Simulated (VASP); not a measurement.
# PbO2 (Fm-3m) in VASP: notebook

The runs below take PbO2 through relaxation of cell and atoms, with PBEsol.

All numbers are computed with VASP 6.6.1; they aren't measurements. Logs are shortened: lines on timing, memory, paths and dates and some standing lists are left out, and cuts for length are marked.

**1. The cell of the first run**

Symmetry: Fm-3m, No. 225, cubic system. The conventional cell has a = 5.404 Å, b = 5.404 Å, c = 5.404 Å, α = 90.00°, β = 90.00°, γ = 90.00°. Within 3.1 Å of Pb (site symmetry m-3m) lie 8 O at 2.34 Å. Within 3.1 Å of O (site symmetry -43m) lie 4 Pb at 2.34 Å and 6 O at 2.70 Å.

**2. Relaxation of cell and atoms, PBEsol, target pressure 5 GPa, at which the enthalpy is minimised**

Contents of INCAR:

```
SYSTEM = PbO2
ALGO = Normal
EDIFF = 1E-6
EDIFFG = -0.01
ENCUT = 600
GGA = PS
IBRION = 2
ISIF = 3
ISMEAR = -1
LASPH = .TRUE.
LCHARG = .FALSE.
LREAL = .FALSE.
LWAVE = .FALSE.
NELM = 100
NSW = 60
PREC = Accurate
PSTRESS = 50.0
SIGMA = 0.05
```

Contents of KPOINTS:

```
k-points
0
G
  9 9 9
  0 0 0
```

Contents of POSCAR:

```
PbO2
1.0
    0.0000000000      2.7019920000      2.7019920000
    2.7019920000      0.0000000000      2.7019920000
    2.7019920000      2.7019920000      0.0000000000
Pb O
1 2
Direct
    0.0000000000      0.0000000000      0.0000000000
    0.7500000000      0.7500000000      0.7500000000
    0.2500000000      0.2500000000      0.2500000000
```

Potentials or basis: VASP PAW PBE potentials, release 64 (Pb_d, O).

On the command line:

```console
> cat potpaw_PBE.64/Pb_d/POTCAR potpaw_PBE.64/O/POTCAR > POTCAR
> mpirun -np 1 vasp_std > vasp.out
```

OUTCAR:

```text
SYSTEM = PbO2
   EDIFF = 1E-6
   EDIFFG = -0.01
   ENCUT = 600
   GGA = PS
   IBRION = 2
   ISIF = 3
   ISMEAR = -1
   LASPH = .TRUE.
   LREAL = .FALSE.
   NELM = 100
   NSW = 60
   PREC = Accurate
   PSTRESS = 50.0

 ion  position               nearest neighbor table
   1  0.000  0.000  0.000-   2 2.34   2 2.34   2 2.34   3 2.34   3 2.34   3 2.34   3 2.34   2 2.34

   2  0.750  0.750  0.750-   1 2.34   1 2.34   1 2.34   1 2.34
   3  0.250  0.250  0.250-   1 2.34   1 2.34   1 2.34   1 2.34

  LATTYP: Found a face centered cubic cell.
 ALAT       =     5.4039840000

  Lattice vectors:

 A1 = (   0.0000000000,   2.7019920000,   2.7019920000)
 A2 = (   2.7019920000,   0.0000000000,   2.7019920000)
 A3 = (   2.7019920000,   2.7019920000,   0.0000000000)

Analysis of symmetry for initial positions (statically):
=====================================================================
 Subroutine PRICEL returns:
 Original cell was already a primitive cell.

 Routine SETGRP: Setting up the symmetry group for a
 face centered cubic supercell.

 Subroutine GETGRP returns: Found 48 space group operations
 (whereof 48 operations were pure point group operations)
 out of a pool of 48 trial point group operations.

The static configuration has the point symmetry O_h .

Analysis of symmetry for dynamics (positions and initial velocities):
=====================================================================
 Subroutine PRICEL returns:
 Original cell was already a primitive cell.

 Routine SETGRP: Setting up the symmetry group for a
 face centered cubic supercell.

 Subroutine GETGRP returns: Found 48 space group operations
 (whereof 48 operations were pure point group operations)
 out of a pool of 48 trial point group operations.

The dynamic configuration has the point symmetry O_h .

 Subroutine INISYM returns: Found 48 space group operations
 (whereof 48 operations are pure point group operations),
 and found     1 'primitive' translations

----------------------------------------------------------------------------------------

                                     Primitive cell

  volume of cell :      39.4532

  direct lattice vectors                    reciprocal lattice vectors
     0.000000000  2.701992000  2.701992000    -0.185048660  0.185048660  0.185048660
     2.701992000  0.000000000  2.701992000     0.185048660 -0.185048660  0.185048660
     2.701992000  2.701992000  0.000000000     0.185048660  0.185048660 -0.185048660

  length of vectors
     3.821193732  3.821193732  3.821193732     0.320513682  0.320513682  0.320513682

  position of ions in fractional coordinates (direct lattice)
     0.000000000  0.000000000  0.000000000
     0.750000000  0.750000000  0.750000000
     0.250000000  0.250000000  0.250000000

  ion indices of the primitive-cell ions
   primitive index   ion index
                 1           1
                 2           2
                 3           3

----------------------------------------------------------------------------------------

 KPOINTS: k-points

Automatic generation of k-mesh.
 Grid dimensions read from file:
 generate k-points for:    9    9    9

 Generating k-lattice:

  Cartesian coordinates                     Fractional coordinates (reciprocal lattice)
    -0.020560962  0.020560962  0.020560962     0.111111111  0.000000000  0.000000000
     0.020560962 -0.020560962  0.020560962     0.000000000  0.111111111  0.000000000
     0.020560962  0.020560962 -0.020560962     0.000000000  0.000000000  0.111111111

  Length of vectors
     0.035612631  0.035612631  0.035612631

  Shift w.r.t. Gamma in fractional coordinates (k-lattice)
     0.000000000  0.000000000  0.000000000

 Subroutine IBZKPT returns following result:
 ===========================================

 Found     35 irreducible k-points:

 Following reciprocal coordinates:
            Coordinates               Weight
  0.000000  0.000000  0.000000      1.000000
  0.111111  0.000000  0.000000      8.000000
  0.222222  0.000000  0.000000      8.000000
  0.333333  0.000000  0.000000      8.000000
  0.444444  0.000000  0.000000      8.000000
  0.111111  0.111111  0.000000      6.000000
[... 16 lines left out ...]
 -0.333333  0.333333  0.000000     12.000000
  0.444444  0.444444  0.000000      6.000000
 [... further k-points ...]
   k-points           NKPTS =     35   k-points in BZ     NKDIM =     35   number of bands    NBANDS=     17
   number of dos      NEDOS =    301   number of ions     NIONS =      3
   total plane-waves  NPLWV =  32768
   dimension x,y,z NGX =    32 NGY =   32 NGZ =   32
   dimension x,y,z NGXF=    64 NGYF=   64 NGZF=   64
   ions per type =               1   2
   NGX,Y,Z   is equivalent  to a cutoff of  13.92, 13.92, 13.92 a.u.
   NGXF,Y,Z  is equivalent  to a cutoff of  27.84, 27.84, 27.84 a.u.
 SYSTEM =  PbO2
   PREC   = accura    normal or accurate (medium, high low for compatibility)
   ISTART =      0    job   : 0-new  1-cont  2-samecut
   ICHARG =      2    charge: 1-file 2-atom 10-const
   ISPIN  =      1    spin polarized calculation?
   LNONCOLLINEAR =      F non collinear calculations
   LSORBIT =      F    spin-orbit coupling
   LASPH  =      T    aspherical Exc in radial PAW
   ENCUT  =  600.0 eV  44.10 Ry    6.64 a.u.   7.63  7.63  7.63*2*pi/ulx,y,z
   NELM   =    100;   NELMIN=  2; NELMDL= -5     # of ELM steps
   EDIFF  = 0.1E-05   stopping-criterion for ELM
   LREAL  =      F    real-space projection
   EDIFFG = -.1E-01   stopping-criterion for IOM
   NSW    =     60    number of steps for IOM
   IBRION =      2    ionic relax: 0-MD 1-quasi-New 2-CG
   NFREE  =      1    steps in history (QN), initial steepest desc. (CG)
   ISIF   =      3    stress and relaxation
   ISYM   =      2    0-nonsym 1-usesym 2-fastsym
   POTIM  = 0.5000    time-step for ionic-motion
   TEBEG  =    0.0;   TEEND  =   0.0 temperature during run
   PSTRESS=   50.0 pullay stress
   NELECT =      26.0000    total number of electrons
   NUPDOWN=      -1.0000    fix difference up-down
   EMIN   =  10.00;   EMAX   =-10.00  energy-range for DOS
   EFERMI =   0.00;   METHOD = LEGACY
   ISMEAR =    -1;   SIGMA  =   0.05  broadening in eV -4-tet -1-fermi 0-gaus
   EFERMI_NEDOS =   21; number of points for ismear=-14 and -15
   IALGO  =     38    algorithm
   IMIX   =      4    mixing-type and parameters
     AMIX     =   0.40;   BMIX     =  1.00
     AMIX_MAG =   1.60;   BMIX_MAG =  1.00
  volume/ion in A,a.u.               =      13.15        88.75
  Fermi-wavevector in a.u.,A,eV,Ry     =   1.424640  2.692180 27.614384  2.029600
  Thomas-Fermi vector in A             =   2.545110
   LORBIT       =      0    0 simple, 1 ext, 2 COOP (PROOUT), +10 PAW based schemes
   GGA     = PS    functional components
   LHFCALC =     F    Hartree Fock is set to
   AEXX    =    0.0000 exact exchange contribution
   IVDW    =     0    specifies the selected vdW correction
   LEPSILON=     F    determine dielectric tensor
   LRPA    =     F    only Hartree local field effects (RPA)
 conjugate gradient relaxation of ions
 non-spin polarized calculation
  energy-cutoff  :      600.00
  volume of cell :       39.45
 maximum number of plane-waves:      1363
   NGX = 15   NGY = 15   NGZ = 15

--------------------------------------- Ionic step        1  -------------------------------------------

 number of electron      25.9999996 magnetization

 Free energy of the ion-electron system (eV)
  ---------------------------------------------------
  ext. energy  EPLUGINS =         0.00000000
  ---------------------------------------------------
  free energy    TOTEN  =       -16.77530742 eV

  energy without entropy =      -16.76946955  energy(sigma->0) =      -16.77238849

------------------------ aborting loop because EDIFF is reached ----------------------------------------

  FORCE on cell =-STRESS in cart. coord.  units (eV):
  Direction    XX          YY          ZZ          XY          YZ          ZX
  --------------------------------------------------------------------------------------
  -------------------------------------------------------------------------------------
  Total       -1.3762953     -1.3762953     -1.3762953      0.0000000     -0.0000000     -0.0000000
  in kB      -55.8907636    -55.8907636    -55.8907636      0.0000000     -0.0000000     -0.0000000
  external PRESSURE =    -105.8907636 kB  Pullay stress =      50.0000000 kB

 VOLUME and BASIS-vectors are now :
 -----------------------------------------------------------------------------
  energy-cutoff  :      600.00
  volume of cell :       39.45
      direct lattice vectors                 reciprocal lattice vectors
     0.000000000  2.701992000  2.701992000    -0.185048660  0.185048660  0.185048660
     2.701992000  0.000000000  2.701992000     0.185048660 -0.185048660  0.185048660
     2.701992000  2.701992000  0.000000000     0.185048660  0.185048660 -0.185048660
[... 48 lines left out ...]
  FREE ENERGIE OF THE ION-ELECTRON SYSTEM (eV)
  ---------------------------------------------------
  free  energy   TOTEN  =       -16.6493872805 eV

  energy  without entropy=      -16.6463608759  energy(sigma->0) =      -16.64787408

  enthalpy is  TOTEN    =       -15.5666293282 eV   P V=        1.0827579523

--------------------------------------- Ionic step        3  -------------------------------------------

 number of electron      26.0000006 magnetization

 Free energy of the ion-electron system (eV)
  ---------------------------------------------------
  ext. energy  EPLUGINS =         0.00000000
  ---------------------------------------------------
  free energy    TOTEN  =       -16.78657309 eV

  energy without entropy =      -16.78082983  energy(sigma->0) =      -16.78370146

 E-fermi :   6.4089     XC(G=0): -11.8039

 val. band max:        6.3588810256   @ k =  -0.3333   0.4444   0.2222
 cond. band min:       7.1626987931   @ k =  -0.1111   0.1111   0.0000
 fundamental gap:      0.8038177674
 Fermi energy:         6.4089207371

 k-point     1 :       0.0000    0.0000    0.0000
  band No.  band energies     occupation
      1     -12.6546      2.00000
      2      -9.3239      2.00000
      3      -9.3239      2.00000
      4      -9.3239      2.00000
      5      -9.3111      2.00000
      6      -8.9914      2.00000
[... 9 lines left out ...]
     16      13.4412      0.00000
     17      13.4412      0.00000
[... 441 lines left out ...]
 k-point    24 :       0.4444    0.4444    0.0000
  band No.  band energies     occupation
      1     -11.5972      2.00000
      2     -11.0622      2.00000
      3      -9.1615      2.00000
      4      -8.9964      2.00000
      5      -8.9964      2.00000
      6      -8.9097      2.00000
[... 9 lines left out ...]
     16      16.0977      0.00000
     17      17.6948      0.00000

 [... further k-points ...]
[... 5 lines left out ...]
  --------------------------------------------------------------------------------------
  -------------------------------------------------------------------------------------
  Total        1.1318481      1.1318481      1.1318481      0.0000000      0.0000000      0.0000000
  in kB       49.2852063     49.2852063     49.2852063      0.0000000      0.0000000      0.0000000
  external PRESSURE =      -0.7147937 kB  Pullay stress =      50.0000000 kB

 VOLUME and BASIS-vectors are now :
 -----------------------------------------------------------------------------
  energy-cutoff  :      600.00
  volume of cell :       36.79
      direct lattice vectors                 reciprocal lattice vectors
     0.000000000  2.639879211  2.639879211    -0.189402605  0.189402605  0.189402605
     2.639879211 -0.000000000  2.639879211     0.189402605 -0.189402605  0.189402605
     2.639879211  2.639879211  0.000000000     0.189402605  0.189402605 -0.189402605

 POSITION                                       TOTAL-FORCE (eV/Angst)
 -----------------------------------------------------------------------------------
      0.00000     -0.00000      0.00000         0.000000     -0.000000      0.000000
      3.95982      3.95982      3.95982        -0.000000      0.000000     -0.000000
      1.31994      1.31994      1.31994        -0.000000     -0.000000      0.000000
 -----------------------------------------------------------------------------------
    total drift:                                0.000000     -0.000000      0.000000

  FREE ENERGIE OF THE ION-ELECTRON SYSTEM (eV)
  ---------------------------------------------------
  free  energy   TOTEN  =       -16.7865730864 eV

  energy  without entropy=      -16.7808298257  energy(sigma->0) =      -16.78370146

  enthalpy is  TOTEN    =       -15.6383095193 eV   P V=        1.1482635671

 reached required accuracy - stopping structural energy minimisation
```

Run time: 86 s. Hardware: 1 thread of Intel Xeon 8259CL, shared host; peak memory 0.2 GiB.

What came out:

| Property | Result |
| --- | --- |
| Free energy | -16.7866 eV |
| Relaxed volume | 12.26 Å³/atom |
| Relaxed cell | a = 3.733 Å, b = 3.733 Å, c = 3.733 Å, α = 60.00°, β = 60.00°, γ = 60.00° |
| Space group after relaxing (to 0.1 Å) | Fm-3m (No. 225) |
| Energy change on relaxing (the run minimises the enthalpy) | -3.8 meV/atom |
| Ionic steps | 3 |
| Pressure after relaxing | 4.9 GPa |
| Band gap on the k mesh | zero (bands 13 and 14 overlap by 1.32 eV) |

Step by step:
| step | energy change (eV) | largest force (eV/Å) | pressure (GPa) | volume (Å³) |
| --- | --- | --- | --- | --- |
| 1 | 0.0000 | 0.0000 | -5.59 | 39.45 |
| 2 | 0.1259 | 0.0000 | 16.69 | 34.70 |
| 3 | -0.0113 | 0.0000 | 4.93 | 36.79 |

Final structure:
```xyz
3
Lattice="0.0000 2.6399 2.6399 2.6399 0.0000 2.6399 2.6399 2.6399 0.0000" Properties=species:S:1:pos:R:3 pbc="T T T"
Pb    0.0000    0.0000    0.0000
O     3.9598    3.9598    3.9598
O     1.3199    1.3199    1.3199
```

Levels at points of the mesh, in eV from the Fermi level:
```tsv
k point	band 11	band 12	band 13	band 14	band 15	band 16
(0.00, 0.00, 0.00)	-2.10	-1.37	-1.37	-1.37	7.03	7.03
```

Caveat: the cell is relaxed towards a set pressure, so the run minimises the enthalpy, not the energy; the PAW data sets were made with another functional, which shifts forces and pressure a little; spin-orbit coupling is left out, which moves the levels of the heavy elements.

**3. Relaxation of cell and atoms, PBEsol, target pressure 10 GPa, at which the enthalpy is minimised**

Contents of INCAR:

```
PREC = Accurate
ENCUT = 600
EDIFF = 1E-6
ISMEAR = -1
SIGMA = 0.05
LREAL = F
LASPH = T
NELM = 100
ALGO = Normal
ISIF = 3
LWAVE = F
LCHARG = F
GGA = PS
IBRION = 2
NSW = 60
EDIFFG = -0.01
PSTRESS = 100.0
```

Contents of KPOINTS:

```
regular mesh
0
Gamma
  9 9 9
```

POSCAR is that of step 2.

Potentials or basis: VASP PAW PBE potentials, release 64 (Pb_d, O).

On the command line:

```console
> cat potpaw_PBE.64/Pb_d/POTCAR potpaw_PBE.64/O/POTCAR > POTCAR
> mpirun -np 1 vasp_std > vasp.out
```

Run time: 1.7 min. Hardware: 1 thread of Intel Xeon 8259CL, shared host; peak memory 0.2 GiB.

It converged, with:

```
Free energy                                                : -16.7396 eV
Relaxed volume                                             : 11.93 Å³/atom
Relaxed cell                                               : a = 3.699 Å, b = 3.699 Å, c = 3.699 Å, α = 60.00°, β = 60.00°, γ = 60.00°
Space group after relaxing (to 0.1 Å)                      : Fm-3m (No. 225)
Energy change on relaxing (the run minimises the enthalpy) : +11.9 meV/atom
Ionic steps                                                : 4
Pressure after relaxing                                    : 10.1 GPa
Band gap on the k mesh                                     : zero (bands 13 and 14 overlap by 1.38 eV)
```

The path:
| step | energy change (eV) | largest force (eV/Å) | pressure (GPa) | volume (Å³) |
| --- | --- | --- | --- | --- |
| 1 | 0.0000 | 0.0000 | -5.59 | 39.45 |
| 2 | 0.4475 | 0.0000 | 33.31 | 32.59 |
| 3 | 0.0314 | 0.0000 | 9.73 | 35.85 |
| 4 | 0.0357 | 0.0000 | 10.10 | 35.79 |

Final structure:
```cif
data_structure
_symmetry_space_group_name_H-M 'P 1'
_symmetry_Int_Tables_number 1
_cell_length_a 3.6989
_cell_length_b 3.6989
_cell_length_c 3.6989
_cell_angle_alpha 60.000
_cell_angle_beta 60.000
_cell_angle_gamma 60.000
_cell_volume 35.79
loop_
_atom_site_label
_atom_site_type_symbol
_atom_site_fract_x
_atom_site_fract_y
_atom_site_fract_z
_atom_site_occupancy
Pb1 Pb 0.00000 0.00000 0.00000 1
O1 O 0.75000 0.75000 0.75000 1
O2 O 0.25000 0.25000 0.25000 1
```

Levels at points of the mesh, in eV from the Fermi level:
```
           k point  band 9  band 10  band 11  band 12  band 13  band 14  band 15  band 16  band 17
(0.00, 0.00, 0.00)   -2.17    -2.17    -2.03    -1.45    -1.45    -1.45     7.08     7.08     7.08
```

Caveat: the cell is relaxed towards a set pressure, so the run minimises the enthalpy, not the energy; the PAW data sets were made with another functional, which shifts forces and pressure a little; spin-orbit coupling is left out, which moves the levels of the heavy elements.
